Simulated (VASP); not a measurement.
# MnIn3: single point with PBE

MnIn3:

```xyz
4
Lattice="5.9671 0.0000 0.0000 -2.9835 5.1676 0.0000 0.0000 0.0000 3.2361" Properties=species:S:1:pos:R:3 pbc="T T T"
Mn    0.0000    0.0000    1.6180
In    1.4918    2.5838    1.6180
In    2.9835    0.0000    1.6180
In   -1.4918    2.5838    1.6180
```

The cell was built from a structure type or drawn by symmetry, and may not be a known phase.

```json
{"Program": "VASP 6.6.1", "Task": "single point", "Functional": "PBE", "Potentials or basis": "VASP PAW PBE potentials, release 64 (Mn_pv, In_d)", "Cutoff": "520 eV", "k mesh": "3 × 3 × 6", "Occupations": "gaussian, width 0.1 eV", "Spin": "collinear spin, ferromagnetic start", "Starting moments": "[4.38, 0.0, 0.0, 0.0] μB"}
```

```yaml
Pressure: -0.1 GPa
Net_moment: 3.53 μB per cell
Site_moments: Mn +3.75; In -0.07 μB
Valence_electrons_inside_the_program's_atomic_spheres: Mn 11.38; In 11.41
```

Stress tensor (GPa, compression positive):
```
-0.16  0.00  0.00
 0.00 -0.16  0.00
 0.00  0.00  0.14
```

Levels at points of the mesh, in eV from the Fermi level:
Spin up:
```csv
k point,band 26,band 27,band 28,band 29,band 30,band 31
"(0.00, 0.00, 0.00)",-2.23,-2.23,-1.55,-1.55,-0.43,5.16
"(0.00, 0.00, 0.50)",-1.54,-0.31,-0.31,0.27,0.27,0.66
```
Spin down:
```
           k point  band 21  band 22  band 23  band 24  band 25  band 26  band 27  band 28
(0.00, 0.00, 0.00)    -4.03    -3.65    -2.51    -2.51    -0.70     1.22     1.39     1.39
(0.00, 0.00, 0.50)    -1.62    -1.37    -1.37    -0.29    -0.29     0.37     0.37     0.50
```

Wall time 65 s on 1 thread of Intel(R) Xeon(R) 6975P-C (Granite Rapids) (shared host), peak memory 0.3 GiB.

Caveat: the k points lie up to 0.41 Å⁻¹ apart; spin-orbit coupling is left out, which moves the levels of the heavy elements.
